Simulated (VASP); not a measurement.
Write the native input for VASP 6.6.1 that does the following.

```yaml
Task: single point
Functional: PBE
Potentials_or_basis: VASP PAW PBE potentials, release 64 (Nb_sv, In_d, S)
Cutoff: 520 eV
k_mesh: 4 × 4 × 4
Occupations: gaussian, width 0.1 eV
Spin: collinear spin
Starting_moments: "[1.85, 0.04, -0.04, -0.04, -0.04, -0.04] μB"
Dipole_correction: no
Further_INCAR_settings: ALGO = Normal; EDIFF = 1e-06; NBANDS = 38
```

The structure of NbInS4 lies in POSCAR:

```
NbInS4
1.0
    0.0000000000      3.8189070904      3.8189070904
    3.8189070904      0.0000000000      3.8189070904
    3.8189070904      3.8189070904      0.0000000000
Nb In S
1 1 4
Direct
    0.7500000000      0.7500000000      0.7500000000
    0.0000000000      0.0000000000      0.0000000000
    0.8713533947      0.3762155351      0.3762155351
    0.3762155351      0.3762155351      0.3762155351
    0.3762155351      0.8713533947      0.3762155351
    0.3762155351      0.3762155351      0.8713533947
```

The cell was generated, and may not be a known phase.

These files were run (other wordings do the same):

INCAR

```
SYSTEM = NbInS4
  PREC = Accurate
  ENCUT = 520
  EDIFF = 1E-6
  ISMEAR = 0
  SIGMA = 0.1
  LREAL = .False.
  LASPH = .True.
  NELM = 150
  ALGO = Normal
  ISIF = 2
  LWAVE = .False.
  LCHARG = .False.
  ISPIN = 2
  MAGMOM = 1.85 0.04 -0.04 -0.04 -0.04 -0.04
  LORBIT = 11
  LMAXMIX = 4
  GGA = PE
  NBANDS = 38
```

KPOINTS

```
regular mesh
0
Gamma
  4 4 4
  0 0 0
```

Potentials or basis: VASP PAW PBE potentials, release 64 (Nb_sv, In_d, S).

Run with:

```bash
$ cat potpaw_PBE.64/Nb_sv/POTCAR potpaw_PBE.64/In_d/POTCAR potpaw_PBE.64/S/POTCAR > POTCAR
$ mpirun -np 1 vasp_std > vasp.out
```

It gave:

| Item | Value |
| --- | --- |
| Pressure | -0.4 GPa |
| Largest force | 0.032 eV/Å |
| Band gap on the k mesh | zero (filled and empty bands overlap) |
| Net moment | 2.01 μB per cell |
| Site moments | Nb +1.54; In +0.03; S -0.03 μB |
| Valence electrons inside the program's atomic spheres | Nb 10.45; In 11.29; S 3.54 |

Caveat: spin-orbit coupling is left out, which moves the levels of the heavy elements.

It took 5.2 min on 1 thread of Intel Xeon 8259CL, with other jobs on the host, peak memory 0.27 GiB.
